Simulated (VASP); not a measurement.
# MgF2 (P4_2/mnm) in VASP: dielectric tensor with r2SCAN

Aim: the dielectric tensor of MgF2 with r2SCAN.

Everything below comes from runs of VASP 6.6.1. Logs are shortened: lines on timing, memory, paths and dates and some standing lists are left out, and cuts for length are marked.

## (1) The cell of the first run

It takes space group P4_2/mnm (No. 136, tetragonal). Conventional cell: a = 4.761 Å, b = 4.761 Å, c = 3.137 Å, α = 90.00°, β = 90.00°, γ = 90.00°. Within 2.7 Å of Mg (site symmetry mmm) lie 6 F at 2.04 to 2.05 Å. Within 2.7 Å of F (site symmetry m2m) lie 3 Mg at 2.04 to 2.05 Å and 1 F at 2.62 Å.

## (2) Dielectric tensor, r2SCAN (strain +3.0%)

Input file INCAR:

```
SYSTEM = MgF2
  PREC = Accurate
  ENCUT = 580
  EDIFF = 1E-8
  ISMEAR = 0
  SIGMA = 0.01
  LREAL = .FALSE.
  LASPH = .TRUE.
  NELM = 120
  ALGO = Normal
  ISIF = 2
  LWAVE = .FALSE.
  LCHARG = .FALSE.
  METAGGA = R2SCAN
  LMIXTAU = .TRUE.
  LCALCEPS = .TRUE.
  GGA_COMPAT = .FALSE.
```

Input file KPOINTS:

```
Automatic mesh
0
G
  4 4 8
  0 0 0
```

Input file POSCAR:

```
MgF2
1.0
    4.7606764744      0.0000000000      0.0000000000
    0.0000000000      4.7606764744      0.0000000000
    0.0000000000      0.0000000000      3.1374951123
Mg F
2 4
Direct
    0.0000000000      0.0000000000      0.0000000000
    0.5000000000      0.5000000000      0.5000000000
    0.3051635042      0.3051635042      0.0000000000
    0.1948364958      0.8051635042      0.5000000000
    0.8051635042      0.1948364958      0.5000000000
    0.6948364958      0.6948364958      0.0000000000
```

Potentials or basis: VASP PAW PBE potentials, release 64 (Mg, F).

The run is started by

```bash
$ cat potpaw_PBE.64/Mg/POTCAR potpaw_PBE.64/F/POTCAR > POTCAR
$ mpirun -np 1 vasp_std > vasp.out
```

OUTCAR:

```text
SYSTEM = MgF2
   PREC = Accurate
   ENCUT = 580
   EDIFF = 1E-8
   ISMEAR = 0
   LREAL = .FALSE.
   LASPH = .TRUE.
   NELM = 120
   ISIF = 2
   METAGGA = R2SCAN

 ion  position               nearest neighbor table
   1  0.000  0.000  0.000-   4 2.04   5 2.04   4 2.04   5 2.04   3 2.05   6 2.05
   2  0.500  0.500  0.500-   3 2.04   6 2.04   3 2.04   6 2.04   5 2.05   4 2.05
   3  0.305  0.305  0.000-   2 2.04   2 2.04   1 2.05
   4  0.195  0.805  0.500-   1 2.04   1 2.04   2 2.05
   5  0.805  0.195  0.500-   1 2.04   1 2.04   2 2.05
   6  0.695  0.695  0.000-   2 2.04   2 2.04   1 2.05

  LATTYP: Found a simple tetragonal cell.
 ALAT       =     4.7606764744
 C/A-ratio  =     0.6590439676

  Lattice vectors:

 A1 = (   4.7606764744,   0.0000000000,   0.0000000000)
 A2 = (   0.0000000000,   4.7606764744,   0.0000000000)
 A3 = (   0.0000000000,   0.0000000000,   3.1374951123)

Analysis of symmetry for initial positions (statically):
=====================================================================
 Subroutine PRICEL returns:
 Original cell was already a primitive cell.

 Routine SETGRP: Setting up the symmetry group for a
 simple tetragonal supercell.

 Subroutine GETGRP returns: Found 16 space group operations
 (whereof  8 operations were pure point group operations)
 out of a pool of 16 trial point group operations.

The static configuration has the point symmetry D_2h.
 The point group associated with its full space group is D_4h.

Analysis of symmetry for dynamics (positions and initial velocities):
=====================================================================
 Subroutine PRICEL returns:
 Original cell was already a primitive cell.

 Routine SETGRP: Setting up the symmetry group for a
 simple tetragonal supercell.

 Subroutine GETGRP returns: Found 16 space group operations
 (whereof  8 operations were pure point group operations)
 out of a pool of 16 trial point group operations.

The dynamic configuration has the point symmetry D_2h.
 The point group associated with its full space group is D_4h.

 Subroutine INISYM returns: Found 16 space group operations
 (whereof  8 operations are pure point group operations),
 and found     1 'primitive' translations

----------------------------------------------------------------------------------------

                                     Primitive cell

  volume of cell :      71.1083

  direct lattice vectors                    reciprocal lattice vectors
     4.760676474  0.000000000  0.000000000     0.210054181  0.000000000  0.000000000
     0.000000000  4.760676474  0.000000000     0.000000000  0.210054181  0.000000000
     0.000000000  0.000000000  3.137495112     0.000000000  0.000000000  0.318725596

  length of vectors
     4.760676474  4.760676474  3.137495112     0.210054181  0.210054181  0.318725596

  position of ions in fractional coordinates (direct lattice)
     0.000000000  0.000000000  0.000000000
     0.500000000  0.500000000  0.500000000
     0.305163504  0.305163504  0.000000000
     0.194836496  0.805163504  0.500000000
     0.805163504  0.194836496  0.500000000
     0.694836496  0.694836496  0.000000000

  ion indices of the primitive-cell ions
   primitive index   ion index
                 1           1
                 2           2
                 3           3
                 4           4
                 5           5
                 6           6

----------------------------------------------------------------------------------------

 KPOINTS: Automatic mesh

Automatic generation of k-mesh.
 Grid dimensions read from file:
 generate k-points for:    4    4    8

 Generating k-lattice:

  Cartesian coordinates                     Fractional coordinates (reciprocal lattice)
     0.052513545  0.000000000  0.000000000     0.250000000  0.000000000  0.000000000
     0.000000000  0.052513545  0.000000000     0.000000000  0.250000000  0.000000000
     0.000000000  0.000000000  0.039840700     0.000000000  0.000000000  0.125000000
[... 57 lines left out ...]
   EDIFF  = 0.1E-07   stopping-criterion for ELM
   LREAL  =      F    real-space projection
   EDIFFG = 0.1E-06   stopping-criterion for IOM
   NSW    =      0    number of steps for IOM
   IBRION =     -1    ionic relax: 0-MD 1-quasi-New 2-CG
   NFREE  =      0    steps in history (QN), initial steepest desc. (CG)
   ISIF   =      2    stress and relaxation
   ISYM   =      2    0-nonsym 1-usesym 2-fastsym
   POTIM  = 0.5000    time-step for ionic-motion
   TEBEG  =    0.0;   TEEND  =   0.0 temperature during run
   PSTRESS=    0.0 pullay stress
   NELECT =      32.0000    total number of electrons
   NUPDOWN=      -1.0000    fix difference up-down
   EMIN   =  10.00;   EMAX   =-10.00  energy-range for DOS
   EFERMI =   0.00;   METHOD = LEGACY
   ISMEAR =     0;   SIGMA  =   0.01  broadening in eV -4-tet -1-fermi 0-gaus
   EFERMI_NEDOS =   21; number of points for ismear=-14 and -15
   IALGO  =     38    algorithm
   IMIX   =      4    mixing-type and parameters
     AMIX     =   0.40;   BMIX     =  1.00
     AMIX_MAG =   1.60;   BMIX_MAG =  1.00
  volume/ion in A,a.u.               =      11.85        79.98
  Fermi-wavevector in a.u.,A,eV,Ry     =   1.254541  2.370738 21.413827  1.573872
  Thomas-Fermi vector in A             =   2.388340
   LORBIT       =      0    0 simple, 1 ext, 2 COOP (PROOUT), +10 PAW based schemes
   METAGGA = R2SCAN    functional components
   LHFCALC =     F    Hartree Fock is set to
   AEXX    =    0.0000 exact exchange contribution
   IVDW    =     0    specifies the selected vdW correction
   LEPSILON=     F    determine dielectric tensor
   LRPA    =     F    only Hartree local field effects (RPA)
   LRPA       =     F
 non-spin polarized calculation
 Gauss-broadening in eV      SIGMA  =   0.01
  energy-cutoff  :      580.00
  volume of cell :       71.11
 maximum number of plane-waves:      2284
 NGX is ok and might be reduce to    40
   NGX = 19   NGY = 19   NGZ = 13

 Total electronic dipole moment: p[elc]=(    -0.00000     0.00000    -0.00000 ) |e| Angst

 number of electron      31.9999988 magnetization

 Free energy of the ion-electron system (eV)
  ---------------------------------------------------
  ext. energy  EPLUGINS =         0.00000000
  ---------------------------------------------------
  free energy    TOTEN  =       -43.66105033 eV

  energy without entropy =      -43.66105033  energy(sigma->0) =      -43.66105033

 E-fermi :  -2.2822     XC(G=0):  -9.8016

 val. band max:       -2.3522687438   @ k =   0.0000   0.0000   0.0000
 cond. band min:   10000.0000000000   @ k =   0.0000   0.0000   0.0000
 fundamental gap:  10002.3522687438
 Fermi energy:        -2.2821870122

 k-point     1 :       0.0000    0.0000    0.0000
  band No.  band energies     occupation
      1     -23.9159      2.00000
      2     -23.2726      2.00000
      3     -23.2726      2.00000
      4     -23.2183      2.00000
      5      -6.0553      2.00000
      6      -4.5096      2.00000
[... 541 lines left out ...]
     19   10000.0000      0.00000
     20   10000.0000      0.00000

 [... further k-points ...]

------------------------ aborting loop because EDIFF is reached ----------------------------------------

            Ionic dipole moment: p[ion]=(    -4.76068    -4.76068   -25.09996 ) |e| Angst

 Total electronic dipole moment: p[elc]=(    -0.00000     0.00000     0.00359 ) |e| Angst

 MACROSCOPIC STATIC DIELECTRIC TENSOR (including local field effects)
 ------------------------------------------------------
           1.882124     0.000000     0.000000
           0.000000     1.882124     0.000000
           0.000000     0.000000     1.914027
 ------------------------------------------------------

 PIEZOELECTRIC TENSOR (including local field effects) (e Angst)
          XX          YY          ZZ          XY          YZ          ZX
  --------------------------------------------------------------------------------
  x     0.00000     0.00000     0.00000     0.00000     0.00000     0.00000
  y     0.00000     0.00000     0.00000     0.00000     0.00000     0.00000
  z     0.00000     0.00000     0.00000     0.00000     0.00000     0.00000

 PIEZOELECTRIC TENSOR (including local field effects) (C/m^2)
          XX          YY          ZZ          XY          YZ          ZX
  --------------------------------------------------------------------------------
  x     0.00000     0.00000     0.00000     0.00000     0.00000     0.00000
  y     0.00000     0.00000     0.00000     0.00000     0.00000     0.00000
  z     0.00000     0.00000     0.00000     0.00000     0.00000     0.00000

 BORN EFFECTIVE CHARGES (including local field effects) (in |e|, cummulative output)
 ---------------------------------------------------------------------------------
 ion    1
    1     1.99044     0.04575     0.00000
    2     0.04575     1.99044     0.00000
    3     0.00000     0.00000     2.08783
 ion    2
    1     1.99044    -0.04575     0.00000
    2    -0.04575     1.99044     0.00000
    3     0.00000     0.00000     2.08783
 ion    3
    1    -0.99522    -0.21146     0.00000
    2    -0.21146    -0.99522     0.00000
    3     0.00000     0.00000    -1.04392
 ion    4
    1    -0.99522     0.21146     0.00000
    2     0.21146    -0.99522     0.00000
    3     0.00000     0.00000    -1.04392
 ion    5
    1    -0.99522     0.21146     0.00000
    2     0.21146    -0.99522     0.00000
    3     0.00000     0.00000    -1.04392
 ion    6
    1    -0.99522    -0.21146     0.00000
    2    -0.21146    -0.99522     0.00000
    3     0.00000     0.00000    -1.04392

  FORCE on cell =-STRESS in cart. coord.  units (eV):
  Direction    XX          YY          ZZ          XY          YZ          ZX
  --------------------------------------------------------------------------------------
  -------------------------------------------------------------------------------------
  Total       -3.7363011     -3.7363011     -4.3215264     -0.0000000      0.0000000      0.0000000
  in kB      -84.1844840    -84.1844840    -97.3704899     -0.0000000      0.0000000      0.0000000
  external PRESSURE =     -88.5798193 kB  Pullay stress =       0.0000000 kB

 VOLUME and BASIS-vectors are now :
 -----------------------------------------------------------------------------
  energy-cutoff  :      580.00
  volume of cell :       71.11
      direct lattice vectors                 reciprocal lattice vectors
     4.760676474  0.000000000  0.000000000     0.210054181  0.000000000  0.000000000
     0.000000000  4.760676474  0.000000000     0.000000000  0.210054181  0.000000000
     0.000000000  0.000000000  3.137495112     0.000000000  0.000000000  0.318725596

 POSITION                                       TOTAL-FORCE (eV/Angst)
 -----------------------------------------------------------------------------------
      0.00000      0.00000      0.00000         0.000000     -0.000000      0.000000
      2.38034      2.38034      1.56875         0.000000     -0.000000      0.000000
      1.45278      1.45278      0.00000         0.004988      0.004988      0.000000
      0.92755      3.83312      1.56875        -0.004988      0.004988      0.000000
      3.83312      0.92755      1.56875         0.004988     -0.004988      0.000000
      3.30789      3.30789      0.00000        -0.004988     -0.004988      0.000000
 -----------------------------------------------------------------------------------
    total drift:                                0.000000      0.000000     -0.000000

  FREE ENERGIE OF THE ION-ELECTRON SYSTEM (eV)
  ---------------------------------------------------
  free  energy   TOTEN  =       -43.6610503336 eV

  energy  without entropy=      -43.6610503336  energy(sigma->0) =      -43.66105033
```

Wall time 19 min (1 thread of Intel Xeon 6975P-C (Granite Rapids), shared host); peak memory 0.45 GiB.

What came out:

| Item | Value |
| --- | --- |
| Band gap on the k mesh | 7.43 eV |
| Electronic dielectric tensor (diagonal) | 1.88, 1.88, 1.91 |
| Born charges (mean of the diagonal) | Mg +2.02; F -1.01 e |

Electronic dielectric tensor:
```
1.88 0.00 0.00
0.00 1.88 0.00
0.00 0.00 1.91
```

Born effective charge tensors (e):
atom 1, Mg
```
1.99 0.05 0.00
0.05 1.99 0.00
0.00 0.00 2.09
```
atom 2, Mg
```
 1.99 -0.05  0.00
-0.05  1.99  0.00
 0.00  0.00  2.09
```
atom 3, F
```
-1.00 -0.21  0.00
-0.21 -1.00  0.00
 0.00  0.00 -1.04
```
atom 4, F
```
-1.00  0.21  0.00
 0.21 -1.00  0.00
 0.00  0.00 -1.04
```
atom 5, F
```
-1.00  0.21  0.00
 0.21 -1.00  0.00
 0.00  0.00 -1.04
```
atom 6, F
```
-1.00 -0.21  0.00
-0.21 -1.00  0.00
 0.00  0.00 -1.04
```

Dipole moments of the cell (e·Å, modulo the quantum): ionic -4.761, -4.761, -25.100; electronic 0.000, 0.000, 0.004

Caveat: the cell differs from its parent crystal (strain +3.0%); the structure was generated, so it needn't be the stable form of MgF2; the PAW data sets were made with another functional, which shifts forces and pressure a little.

The gap in the log of VASP goes by the Fermi energy; the results here count the filled bands.